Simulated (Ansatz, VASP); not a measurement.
**Na: VASP beside Ansatz**

```xyz
2
Lattice="3.7640 0.0000 0.0000 -1.8820 3.2598 0.0000 0.0000 0.0000 6.1467" Properties=species:S:1:pos:R:3 pbc="T T T"
Na    0.0000    2.1732    1.5367
Na    1.8820    1.0866    4.6100
```

Alike in both runs: functional r2SCAN; k mesh 10 × 10 × 5; occupations fermi-dirac, width 0.1 eV; no spin polarisation.

Ansatz relaxed the structure, and its values are those at the end. VASP's run is a single point on that final structure, the one shown.

```csv
,VASP,Ansatz
version,VASP 6.6.1,Ansatz 0.2.0
potentials or method,"VASP PAW PBE potentials, release 64 (Na_pv), cutoff 520 eV","plane waves (500 eV) with PAW, scalar-relativistic"
valence electrons in the cell,14,18
```

|  | VASP | Ansatz | Ansatz less VASP |
| --- | --- | --- | --- |
| pressure (GPa) | 0.1 | 0.0 | -0.03 |

VASP's potentials were made for PBE, not for r2SCAN. VASP's potentials hold 14 valence electrons a cell and Ansatz's 18, so a difference there can come from the potentials and not from the codes.
